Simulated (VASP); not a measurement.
# NaF (Villiaumite) (Fm-3m) in VASP: a series of runs

Runs on NaF (Villiaumite). Level: PBE+D3(BJ). Tasks: single point, relaxation of cell and atoms.

Everything below comes from runs of VASP 6.6.1. Logs are shortened: lines on timing, memory, paths and dates and some standing lists are left out, and cuts for length are marked.

## 1. The cell of the first run

The structure is cubic, space group Fm-3m (No. 225). The conventional cell has a = 4.629 Å, b = 4.629 Å, c = 4.629 Å, α = 90.00°, β = 90.00°, γ = 90.00°. Na (site symmetry m-3m) has 6 F at 2.31 Å within 3.1 Å. F (site symmetry m-3m) has 6 Na at 2.31 Å within 3.1 Å.

## 2. Single point, PBE+D3(BJ)

Input file INCAR:

```
ALGO     = Normal         # electronic algorithm
EDIFF    = 1E-6           # SCF threshold, eV
ENCUT    = 520            # plane-wave cutoff, eV
GGA      = PE             # functional
ISIF     = 2              # what is computed and relaxed
ISMEAR   = 0              # smearing method
IVDW     = 12             # dispersion correction
LASPH    = T              # aspherical terms in the spheres
LCHARG   = F              # write CHGCAR
LREAL    = F              # projectors in reciprocal space
LWAVE    = F              # write WAVECAR
NBANDS   = 14             # bands
NELM     = 100            # most SCF steps
PREC     = Accurate       # precision mode
SIGMA    = 0.02           # smearing width, eV
```

Input file KPOINTS:

```
k-points
0
Gamma
  8 8 8
```

Input file POSCAR:

```
NaF
1.0
    0.0000000000      2.3146309913      2.3146309913
    2.3146309913      0.0000000000      2.3146309913
    2.3146309913      2.3146309913      0.0000000000
Na F
1 1
Direct
    0.0000000000      0.0000000000      0.0000000000
    0.5000000000      0.5000000000      0.5000000000
```

Potentials or basis: VASP PAW PBE potentials, release 64 (Na_pv, F).

Command:

```bash
cat potpaw_PBE.64/Na_pv/POTCAR potpaw_PBE.64/F/POTCAR > POTCAR
mpirun -np 1 vasp_std > vasp.out
```

OUTCAR:

```text
EDIFF = 1E-6
   ENCUT = 520
   GGA = PE
   ISIF = 2
   ISMEAR = 0
   IVDW = 12
   LASPH = T
   LREAL = F
   NELM = 100
   PREC = Accurate
 IVDW          = 12

 ion  position               nearest neighbor table
   1  0.000  0.000  0.000-   2 2.31   2 2.31   2 2.31   2 2.31   2 2.31   2 2.31
   2  0.500  0.500  0.500-   1 2.31   1 2.31   1 2.31   1 2.31   1 2.31   1 2.31

  LATTYP: Found a face centered cubic cell.
 ALAT       =     4.6292619826

  Lattice vectors:

 A1 = (   0.0000000000,   2.3146309913,   2.3146309913)
 A2 = (   2.3146309913,   0.0000000000,   2.3146309913)
 A3 = (   2.3146309913,   2.3146309913,   0.0000000000)

Analysis of symmetry for initial positions (statically):
=====================================================================
 Subroutine PRICEL returns:
 Original cell was already a primitive cell.

 Routine SETGRP: Setting up the symmetry group for a
 face centered cubic supercell.

 Subroutine GETGRP returns: Found 48 space group operations
 (whereof 48 operations were pure point group operations)
 out of a pool of 48 trial point group operations.

The static configuration has the point symmetry O_h .

Analysis of symmetry for dynamics (positions and initial velocities):
=====================================================================
 Subroutine PRICEL returns:
 Original cell was already a primitive cell.

 Routine SETGRP: Setting up the symmetry group for a
 face centered cubic supercell.

 Subroutine GETGRP returns: Found 48 space group operations
 (whereof 48 operations were pure point group operations)
 out of a pool of 48 trial point group operations.

The dynamic configuration has the point symmetry O_h .

 Subroutine INISYM returns: Found 48 space group operations
 (whereof 48 operations are pure point group operations),
 and found     1 'primitive' translations

----------------------------------------------------------------------------------------

                                     Primitive cell

  volume of cell :      24.8013

  direct lattice vectors                    reciprocal lattice vectors
     0.000000000  2.314630991  2.314630991    -0.216017154  0.216017154  0.216017154
     2.314630991  0.000000000  2.314630991     0.216017154 -0.216017154  0.216017154
     2.314630991  2.314630991  0.000000000     0.216017154  0.216017154 -0.216017154

  length of vectors
     3.273382540  3.273382540  3.273382540     0.374152687  0.374152687  0.374152687

  position of ions in fractional coordinates (direct lattice)
     0.000000000  0.000000000  0.000000000
[... 90 lines left out ...]
   NUPDOWN=      -1.0000    fix difference up-down
   EMIN   =  10.00;   EMAX   =-10.00  energy-range for DOS
   EFERMI =   0.00;   METHOD = LEGACY
   ISMEAR =     0;   SIGMA  =   0.02  broadening in eV -4-tet -1-fermi 0-gaus
   EFERMI_NEDOS =   21; number of points for ismear=-14 and -15
   IALGO  =     38    algorithm
   IMIX   =      4    mixing-type and parameters
     AMIX     =   0.40;   BMIX     =  1.00
     AMIX_MAG =   1.60;   BMIX_MAG =  1.00
  volume/ion in A,a.u.               =      12.40        83.68
  Fermi-wavevector in a.u.,A,eV,Ry     =   1.352983  2.556768 24.906330  1.830564
  Thomas-Fermi vector in A             =   2.480277
   LORBIT       =      0    0 simple, 1 ext, 2 COOP (PROOUT), +10 PAW based schemes
   GGA     = PE    functional components
   LHFCALC =     F    Hartree Fock is set to
   AEXX    =    0.0000 exact exchange contribution
   IVDW    =    12    specifies the selected vdW correction
   LEPSILON=     F    determine dielectric tensor
   LRPA    =     F    only Hartree local field effects (RPA)
 non-spin polarized calculation
 Gauss-broadening in eV      SIGMA  =   0.02
  energy-cutoff  :      520.00
  volume of cell :       24.80
 maximum number of plane-waves:       692
   NGX = 13   NGY = 13   NGZ = 13

 number of electron      13.9999983 magnetization

 Free energy of the ion-electron system (eV)
  ---------------------------------------------------
  ext. energy  EPLUGINS =         0.00000000
  ---------------------------------------------------
  free energy    TOTEN  =        -8.56040688 eV

  energy without entropy =       -8.56040688  energy(sigma->0) =       -8.56040688

 E-fermi :  -1.8612     XC(G=0):  -9.1700

 val. band max:       -2.0709258660   @ k =   0.0000   0.0000   0.0000
 cond. band min:       4.2447562937   @ k =   0.0000   0.0000   0.0000
 fundamental gap:      6.3156821598
 Fermi energy:        -1.8612241369

 k-point     1 :       0.0000    0.0000    0.0000
  band No.  band energies     occupation
      1     -21.2491      2.00000
      2     -21.0085      2.00000
      3     -21.0085      2.00000
      4     -21.0085      2.00000
      5      -2.0709      2.00000
      6      -2.0709      2.00000
      7      -2.0709      2.00000
      8       4.2448      0.00000
      9      16.9273      0.00000
     10      16.9273      0.00000
     11      16.9274      0.00000
     12      19.7953      0.00000
     13      21.9764      0.00000
     14      21.9764      0.00000
[... 377 lines left out ...]
      1     -21.7149      2.00000
      2     -21.0634      2.00000
      3     -21.0397      2.00000
      4     -20.3782      2.00000
      5      -3.3835      2.00000
      6      -2.6500      2.00000
      7      -2.4093      2.00000
      8       9.7364      0.00000
      9      10.6694      0.00000
     10      15.0828      0.00000
     11      16.9361      0.00000
     12      20.1239      0.00000
     13      21.1903      0.00000
     14      25.9685      0.00000

 [... further k-points ...]

------------------------ aborting loop because EDIFF is reached ----------------------------------------

 Edisp (eV)   -0.34832

 E8    (eV) :    -0.1503

  FORCE on cell =-STRESS in cart. coord.  units (eV):
  Direction    XX          YY          ZZ          XY          YZ          ZX
  --------------------------------------------------------------------------------------
  -------------------------------------------------------------------------------------
  Total      -0.02291    -0.02291    -0.02291     0.00000    -0.00000     0.00000
  in kB      -1.48031    -1.48031    -1.48031     0.00000    -0.00000     0.00000
  external pressure =       -1.48 kB  Pullay stress =        0.00 kB

 VOLUME and BASIS-vectors are now :
 -----------------------------------------------------------------------------
  energy-cutoff  :      520.00
  volume of cell :       24.80
      direct lattice vectors                 reciprocal lattice vectors
     0.000000000  2.314630991  2.314630991    -0.216017154  0.216017154  0.216017154
     2.314630991  0.000000000  2.314630991     0.216017154 -0.216017154  0.216017154
     2.314630991  2.314630991  0.000000000     0.216017154  0.216017154 -0.216017154

 POSITION                                       TOTAL-FORCE (eV/Angst)
 -----------------------------------------------------------------------------------
      0.00000      0.00000      0.00000         0.000000      0.000000      0.000000
      2.31463      2.31463      2.31463        -0.000000     -0.000000     -0.000000
 -----------------------------------------------------------------------------------
    total drift:                                0.000000     -0.000000      0.000000

  FREE ENERGIE OF THE ION-ELECTRON SYSTEM (eV)
  ---------------------------------------------------
  free  energy   TOTEN  =        -8.9087225683 eV

  energy  without entropy=       -8.9087225683  energy(sigma->0) =       -8.90872257
```

stdout:

```text
POSCAR found type information on POSCAR NaF
 POSCAR found :  2 types and       2 ions
 scaLAPACK will be used
 LDA part: xc-table for (Slater+PW92), standard interpolation
 POSCAR, INCAR and KPOINTS ok, starting setup
 FFT: planning ... GRIDC
 FFT: planning ... GRID_SOFT
 FFT: planning ... GRID
 WAVECAR not read
 entering main loop
```

Run time: 4.7 s. Hardware: 1 thread of Intel Xeon Platinum 8488C (Sapphire Rapids), shared host; peak memory 0.14 GiB.

Results:

```yaml
Free_energy: -8.9087 eV
Pressure: -0.1 GPa
Band_gap_on_the_k_mesh: 6.32 eV, direct
Dispersion_energy_per_atom: -0.174 eV
```

## 3. Relaxation of cell and atoms, PBE+D3(BJ)

This run uses another cell than the first one, of 12.97 Å³/atom, 1.046 times its volume.

Input file INCAR:

```
  ALGO = Normal
  EDIFF = 1E-6
  EDIFFG = -0.005
  ENCUT = 600
  GGA = PE
  IBRION = 2
  ISIF = 3
  ISMEAR = 0
  IVDW = 12
  LASPH = T
  LCHARG = F
  LREAL = F
  LWAVE = F
  NELM = 60
  NSW = 70
  PREC = Accurate
  SIGMA = 0.02
```

KPOINTS is that of step 2.

Input file POSCAR:

```
NaF
1.0
    0.0000000000      2.3497438127      2.3497438127
    2.3497438127      0.0000000000      2.3497438127
    2.3497438127      2.3497438127      0.0000000000
Na F
1 1
Direct
    0.0000000000      0.0000000000      0.0000000000
    0.5000000000      0.5000000000      0.5000000000
```

Potentials or basis: VASP PAW PBE potentials, release 64 (Na_pv, F).

Command:

```bash
cat potpaw_PBE.64/Na_pv/POTCAR potpaw_PBE.64/F/POTCAR > POTCAR
mpirun -np 1 vasp_std > vasp.out
```

Wall time 23 s (1 thread of Intel Xeon Platinum 8488C (Sapphire Rapids), shared host); peak memory 0.16 GiB.

Results (log left out):

```
Free energy                            : -8.9134 eV
Relaxed volume                         : 12.34 Å³/atom
Relaxed cell                           : a = 3.268 Å, b = 3.268 Å, c = 3.268 Å, α = 60.00°, β = 60.00°, γ = 60.00°
Space group after relaxing (to 0.05 Å) : Fm-3m (No. 225)
Energy gained by relaxing              : 4.8 meV/atom
Ionic steps                            : 4
Pressure after relaxing                : 0.0 GPa
Band gap on the k mesh                 : 6.35 eV, direct
Dispersion energy per atom             : -0.175 eV
```

Step by step:
| step | energy change (eV) | largest force (eV/Å) | pressure (GPa) | volume (Å³) |
| --- | --- | --- | --- | --- |
| 1 | 0.0000 | 0.0000 | -2.30 | 25.95 |
| 2 | -0.0075 | 0.0000 | -1.05 | 25.25 |
| 3 | -0.0094 | 0.0000 | -0.33 | 24.85 |
| 4 | -0.0097 | 0.0000 | 0.00 | 24.68 |

Final structure:
```cif
data_structure
_symmetry_space_group_name_H-M 'P 1'
_symmetry_Int_Tables_number 1
_cell_length_a 3.2678
_cell_length_b 3.2678
_cell_length_c 3.2678
_cell_angle_alpha 60.000
_cell_angle_beta 60.000
_cell_angle_gamma 60.000
_cell_volume 24.68
loop_
_atom_site_label
_atom_site_type_symbol
_atom_site_fract_x
_atom_site_fract_y
_atom_site_fract_z
_atom_site_occupancy
Na1 Na 0.00000 0.00000 0.00000 1
F1 F 0.50000 0.50000 0.50000 1
```

Levels at points of the mesh, in eV from the valence-band top:
```csv
k point,band 3,band 4,band 5,band 6,band 7,band 8,band 9,band 10,band 11
"(0.00, 0.00, 0.00)",-18.92,-18.92,0.00,0.00,0.00,6.35,19.04,19.04,19.04
"(0.50, 0.00, 0.00)",-18.93,-18.15,-1.60,-0.26,-0.26,10.84,12.54,20.20,20.20
"(0.50, 0.50, 0.00)",-18.97,-18.93,-1.28,-0.41,-0.41,13.22,13.34,13.69,19.88
```
